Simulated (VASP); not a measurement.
# ZnCu2 (P-3m1) in VASP: single point with r2SCAN

Aim: the single point of ZnCu2 with r2SCAN.

Everything below comes from runs of VASP 6.6.1. Logs are shortened: lines on timing, memory, paths and dates and some standing lists are left out, and cuts for length are marked.

## 1. The cell of the first run

It takes space group P-3m1 (No. 164, trigonal). The conventional cell has a = 2.584 Å, b = 2.584 Å, c = 6.293 Å, α = 90.00°, β = 90.00°, γ = 120.00°. Zn (site symmetry -3m) has 6 Zn at 2.58 Å and 6 Cu at 2.60 Å within 3.4 Å. Cu (site symmetry 3m) has 9 Cu at 2.53 to 2.58 Å and 3 Zn at 2.60 Å within 3.3 Å.

## 2. Single point, r2SCAN

POSCAR

```
ZnCu2
1.0
    2.5838256000      0.0000000000      0.0000000000
   -1.2919128000      2.2376586085      0.0000000000
    0.0000000000      0.0000000000      6.2933738000
Zn Cu
1 2
Direct
    0.0000000000      0.0000000000      0.0000000000
    0.3333333333      0.6666666667      0.6621414900
    0.6666666667      0.3333333333      0.3378585100
```

INCAR.step1

```
SYSTEM = ZnCu2
PREC     = Accurate       ! precision mode
ENCUT    = 660            ! plane-wave cutoff, eV
ISMEAR   = 1              ! smearing method
SIGMA    = 0.1            ! smearing width, eV
LREAL    = .False.        ! projectors in reciprocal space
LASPH    = .True.         ! aspherical terms in the spheres
NELM     = 120            ! most SCF steps
ISYM     = 0            
NBANDS   = 24             ! bands
GGA      = PE             ! functional
ALGO     = Normal         ! electronic algorithm
EDIFF    = 1E-5           ! SCF threshold, eV
LWAVE    = .True.         ! write WAVECAR
LCHARG   = .False.        ! write CHGCAR
GGA_COMPAT= .False.
```

INCAR.step2

```
SYSTEM = ZnCu2
PREC     = Accurate       ! precision mode
ENCUT    = 660            ! plane-wave cutoff, eV
EDIFF    = 1E-6           ! SCF threshold, eV
ISMEAR   = 1              ! smearing method
SIGMA    = 0.1            ! smearing width, eV
LREAL    = .False.        ! projectors in reciprocal space
LASPH    = .True.         ! aspherical terms in the spheres
NELM     = 120            ! most SCF steps
ALGO     = Normal         ! electronic algorithm
ISIF     = 2              ! what is computed and relaxed
LWAVE    = .False.        ! write WAVECAR
LCHARG   = .False.        ! write CHGCAR
METAGGA  = R2SCAN         ! meta-GGA
LMIXTAU  = .True.       
ISYM     = 0            
NBANDS   = 24             ! bands
ISTART   = 1            
GGA_COMPAT= .False.
```

KPOINTS

```
Automatic mesh
0
Gamma
  6 6 2
  0.5 0.5 0.5
```

Potentials or basis: VASP PAW PBE potentials, release 64 (Zn, Cu).

On the command line:

```sh
$ cat potpaw_PBE.64/Zn/POTCAR potpaw_PBE.64/Cu/POTCAR > POTCAR
$ cp INCAR.step1 INCAR
$ mpirun -np 1 vasp_std > vasp.out
$ cp INCAR.step2 INCAR
$ mpirun -np 1 vasp_std > vasp.out
```

OUTCAR:

```text
SYSTEM = ZnCu2
   PREC = Accurate
   ENCUT = 660
   EDIFF = 1E-6
   ISMEAR = 1
   LREAL = .False.
   LASPH = .True.
   NELM = 120
   ISIF = 2
   METAGGA = R2SCAN
   ISYM = 0
   ISTART = 1

 ion  position               nearest neighbor table
   1  0.000  0.000  0.000-   2 2.60   3 2.60   2 2.60   3 2.60   3 2.60   2 2.60
   2  0.333  0.667  0.662-   3 2.53   3 2.53   3 2.53   1 2.60   1 2.60   1 2.60
   3  0.667  0.333  0.338-   2 2.53   2 2.53   2 2.53   1 2.60   1 2.60   1 2.60

IMPORTANT INFORMATION: All symmetrisations will be switched off!
NOSYMM: (Re-)initialisation of all symmetry stuff for point group C_1.

----------------------------------------------------------------------------------------

                                     Primitive cell

  volume of cell :      36.3865

  direct lattice vectors                    reciprocal lattice vectors
     2.583825600  0.000000000  0.000000000     0.387023025  0.223447848  0.000000000
    -1.291912800  2.237658608  0.000000000     0.000000000  0.446895695  0.000000000
     0.000000000  0.000000000  6.293373800     0.000000000  0.000000000  0.158897283

  length of vectors
     2.583825600  2.583825600  6.293373800     0.446895695  0.446895695  0.158897283

  position of ions in fractional coordinates (direct lattice)
     0.000000000  0.000000000  0.000000000
     0.333333333  0.666666667  0.662141490
     0.666666667  0.333333333  0.337858510

  ion indices of the primitive-cell ions
   primitive index   ion index
                 1           1
                 2           2
                 3           3

----------------------------------------------------------------------------------------

 KPOINTS: Automatic mesh

Automatic generation of k-mesh.
 Grid dimensions read from file:
 generate k-points for:    6    6    2

 Generating k-lattice:

  Cartesian coordinates                     Fractional coordinates (reciprocal lattice)
     0.064503838  0.037241308  0.000000000     0.166666667  0.000000000  0.000000000
     0.000000000  0.074482616  0.000000000     0.000000000  0.166666667  0.000000000
     0.000000000  0.000000000  0.079448642     0.000000000  0.000000000  0.500000000

  Length of vectors
     0.074482616  0.074482616  0.079448642

  Shift w.r.t. Gamma in fractional coordinates (k-lattice)
     0.500000000  0.500000000  0.500000000

 Subroutine IBZKPT returns following result:
 ===========================================

 Found    108 irreducible k-points:

 Following reciprocal coordinates:
            Coordinates               Weight
  0.083333  0.083333  0.250000      2.000000
 -0.083333  0.166667  0.250000      2.000000
 -0.166667  0.083333  0.250000      2.000000
 -0.083333 -0.083333  0.250000      2.000000
  0.083333 -0.166667  0.250000      2.000000
  0.166667 -0.083333  0.250000      2.000000
[... 16 lines left out ...]
  0.083333  0.500000  0.250000      2.000000
  0.500000 -0.416667  0.250000      2.000000
 [... further k-points ...]
   k-points           NKPTS =    108   k-points in BZ     NKDIM =    108   number of bands    NBANDS=     24
   number of dos      NEDOS =    301   number of ions     NIONS =      3
   total plane-waves  NPLWV =  31104
   dimension x,y,z NGX =    24 NGY =   24 NGZ =   54
   dimension x,y,z NGXF=    48 NGYF=   48 NGZF=  108
   ions per type =               1   2
   NGX,Y,Z   is equivalent  to a cutoff of  15.44, 15.44, 14.26 a.u.
   NGXF,Y,Z  is equivalent  to a cutoff of  30.88, 30.88, 28.53 a.u.
 SYSTEM =  ZnCu2
   PREC   = accura    normal or accurate (medium, high low for compatibility)
   ISTART =      1    job   : 0-new  1-cont  2-samecut
   ICHARG =      0    charge: 1-file 2-atom 10-const
   ISPIN  =      1    spin polarized calculation?
   LNONCOLLINEAR =      F non collinear calculations
   LSORBIT =      F    spin-orbit coupling
   LASPH  =      T    aspherical Exc in radial PAW
   ENCUT  =  660.0 eV  48.51 Ry    6.96 a.u.   5.41  5.41 13.18*2*pi/ulx,y,z
   NELM   =    120;   NELMIN=  2; NELMDL=  0     # of ELM steps
   EDIFF  = 0.1E-05   stopping-criterion for ELM
   LREAL  =      F    real-space projection
   EDIFFG = 0.1E-04   stopping-criterion for IOM
   NSW    =      0    number of steps for IOM
   IBRION =     -1    ionic relax: 0-MD 1-quasi-New 2-CG
   NFREE  =      0    steps in history (QN), initial steepest desc. (CG)
   ISIF   =      2    stress and relaxation
   ISYM   =      0    0-nonsym 1-usesym 2-fastsym
   POTIM  = 0.5000    time-step for ionic-motion
   TEBEG  =    0.0;   TEEND  =   0.0 temperature during run
   PSTRESS=    0.0 pullay stress
   NELECT =      34.0000    total number of electrons
   NUPDOWN=      -1.0000    fix difference up-down
   EMIN   =  10.00;   EMAX   =-10.00  energy-range for DOS
   EFERMI =   0.00;   METHOD = LEGACY
   ISMEAR =     1;   SIGMA  =   0.10  broadening in eV -4-tet -1-fermi 0-gaus
   EFERMI_NEDOS =   21; number of points for ismear=-14 and -15
   IALGO  =     38    algorithm
   IMIX   =      4    mixing-type and parameters
     AMIX     =   0.40;   BMIX     =  1.00
     AMIX_MAG =   1.60;   BMIX_MAG =  1.00
  volume/ion in A,a.u.               =      12.13        81.85
  Fermi-wavevector in a.u.,A,eV,Ry     =   1.600495  3.024497 34.852464  2.561584
  Thomas-Fermi vector in A             =   2.697622
   LORBIT       =      0    0 simple, 1 ext, 2 COOP (PROOUT), +10 PAW based schemes
   METAGGA = R2SCAN    functional components
   LHFCALC =     F    Hartree Fock is set to
   AEXX    =    0.0000 exact exchange contribution
   IVDW    =     0    specifies the selected vdW correction
   LEPSILON=     F    determine dielectric tensor
   LRPA    =     F    only Hartree local field effects (RPA)
 non-spin polarized calculation
 Methfessel and Paxton  Order N= 1 SIGMA  =   0.10
  energy-cutoff  :      660.00
  volume of cell :       36.39
 maximum number of plane-waves:      1426
 NGX is ok and might be reduce to    24
   NGX = 11   NGY = 11   NGZ = 27

 number of electron      34.0000017 magnetization

 Free energy of the ion-electron system (eV)
  ---------------------------------------------------
  ext. energy  EPLUGINS =         0.00000000
  ---------------------------------------------------
  free energy    TOTEN  =       -30.64314329 eV

  energy without entropy =      -30.64226514  energy(sigma->0) =      -30.64285058

 E-fermi :   6.2140     XC(G=0): -13.7622

 val. band max:        6.0792858461   @ k =   0.4167   0.3333  -0.2500
 cond. band min:       6.2361762839   @ k =  -0.2500  -0.2500   0.2500
 fundamental gap:      0.1568904379
 Fermi energy:         6.2139505012

 k-point     1 :       0.0833    0.0833    0.2500
  band No.  band energies     occupation
      1      -3.7467      2.00000
      2      -2.2187      2.00000
      3      -1.8109      2.00000
      4      -1.6252      2.00000
      5      -1.5341      2.00000
      6      -1.1876      2.00000
[... 16 lines left out ...]
     23      23.8710      0.00000
     24      24.1817      0.00000

 k-point     2 :      -0.0833    0.1667    0.2500
  band No.  band energies     occupation
      1      -3.7467      2.00000
      2      -2.2187      2.00000
      3      -1.8109      2.00000
      4      -1.6252      2.00000
      5      -1.5341      2.00000
      6      -1.1876      2.00000
[... 16 lines left out ...]
     23      23.8710      0.00000
     24      24.1817      0.00000

 k-point     3 :      -0.1667    0.0833    0.2500
  band No.  band energies     occupation
      1      -3.7467      2.00000
      2      -2.2187      2.00000
      3      -1.8109      2.00000
      4      -1.6252      2.00000
      5      -1.5341      2.00000
      6      -1.1876      2.00000
[... 16 lines left out ...]
     23      23.8710      0.00000
     24      24.1817      0.00000

 k-point     4 :      -0.0833   -0.0833    0.2500
  band No.  band energies     occupation
      1      -3.7467      2.00000
      2      -2.2187      2.00000
      3      -1.8109      2.00000
      4      -1.6252      2.00000
      5      -1.5341      2.00000
      6      -1.1876      2.00000
[... 16 lines left out ...]
     23      23.8710      0.00000
     24      24.1817      0.00000

 k-point     5 :       0.0833   -0.1667    0.2500
  band No.  band energies     occupation
      1      -3.7467      2.00000
      2      -2.2187      2.00000
      3      -1.8109      2.00000
      4      -1.6252      2.00000
      5      -1.5341      2.00000
      6      -1.1876      2.00000
[... 16 lines left out ...]
     23      23.8710      0.00000
     24      24.1817      0.00000

 k-point     6 :       0.1667   -0.0833    0.2500
  band No.  band energies     occupation
      1      -3.7467      2.00000
      2      -2.2187      2.00000
      3      -1.8109      2.00000
      4      -1.6252      2.00000
      5      -1.5341      2.00000
      6      -1.1876      2.00000
[... 16 lines left out ...]
     23      23.8710      0.00000
     24      24.1817      0.00000
[... 379 lines left out ...]
 k-point    21 :       0.5000    0.4167    0.2500
  band No.  band energies     occupation
      1      -2.5098      2.00000
      2      -2.1558      2.00000
      3      -1.4986      2.00000
      4      -1.3666      2.00000
      5      -0.9472      2.00000
      6       1.2572      2.00000
[... 16 lines left out ...]
     23      17.0467      0.00000
     24      18.4788      0.00000

 k-point    22 :      -0.4167   -0.0833    0.2500
  band No.  band energies     occupation
      1      -2.5079      2.00000
      2      -2.1523      2.00000
      3      -1.4922      2.00000
      4      -1.3665      2.00000
      5      -0.9468      2.00000
      6       1.2402      2.00000
[... 16 lines left out ...]
     23      17.0304      0.00000
     24      19.3822      0.00000

 k-point    23 :       0.0833    0.5000    0.2500
  band No.  band energies     occupation
      1      -2.5098      2.00000
      2      -2.1558      2.00000
      3      -1.4986      2.00000
      4      -1.3666      2.00000
      5      -0.9472      2.00000
      6       1.2572      2.00000
[... 16 lines left out ...]
     23      17.0467      0.00000
     24      18.4788      0.00000

 k-point    24 :       0.5000   -0.4167    0.2500
  band No.  band energies     occupation
      1      -2.5079      2.00000
      2      -2.1523      2.00000
      3      -1.4922      2.00000
      4      -1.3665      2.00000
      5      -0.9468      2.00000
      6       1.2402      2.00000
[... 16 lines left out ...]
     23      17.0305      0.00000
     24      19.3822      0.00000

 [... further k-points ...]
[... 5 lines left out ...]
  --------------------------------------------------------------------------------------
  -------------------------------------------------------------------------------------
  Total        0.2432793      0.2432345     -0.0346635     -0.0000400     -0.0000027      0.0000041
  in kB       10.7121144     10.7101415     -1.5263095     -0.0017624     -0.0001201      0.0001795
  external PRESSURE =       6.6319821 kB  Pullay stress =       0.0000000 kB

 VOLUME and BASIS-vectors are now :
 -----------------------------------------------------------------------------
  energy-cutoff  :      660.00
  volume of cell :       36.39
      direct lattice vectors                 reciprocal lattice vectors
     2.583825600  0.000000000  0.000000000     0.387023025  0.223447848  0.000000000
    -1.291912800  2.237658608  0.000000000     0.000000000  0.446895695  0.000000000
     0.000000000  0.000000000  6.293373800     0.000000000  0.000000000  0.158897283

 POSITION                                       TOTAL-FORCE (eV/Angst)
 -----------------------------------------------------------------------------------
      0.00000      0.00000      0.00000         0.000000      0.000000     -0.000075
     -0.00000      1.49177      4.16710        -0.000002      0.000001      0.009536
      1.29191      0.74589      2.12627         0.000002     -0.000002     -0.009461
 -----------------------------------------------------------------------------------
    total drift:                               -0.000001     -0.000004     -0.000036

  FREE ENERGIE OF THE ION-ELECTRON SYSTEM (eV)
  ---------------------------------------------------
  free  energy   TOTEN  =       -30.6431432927 eV

  energy  without entropy=      -30.6422651423  energy(sigma->0) =      -30.64285058
```

Run time: 6.1 min. Hardware: 1 thread of Intel Xeon Platinum 8488C (Sapphire Rapids), shared host; peak memory 0.26 GiB.

Results:

```
Free energy            : -30.6431 eV
Pressure               : 0.7 GPa
Largest force          : 0.010 eV/Å
Band gap on the k mesh : zero (bands 17 and 18 overlap by 3.60 eV)
```

Forces in eV/Å, atoms in the order of the input:
```
Zn   0.000  0.000  0.000
Cu   0.000  0.000  0.010
Cu   0.000  0.000 -0.009
```

Stress tensor (GPa, compression positive):
```
 1.07  0.00  0.00
 0.00  1.07  0.00
 0.00  0.00 -0.15
```

Caveat: the k points lie up to 0.50 Å⁻¹ apart, too coarse for converged energies and pressures of a metal; the PAW data sets were made with another functional, which shifts forces and pressure a little.
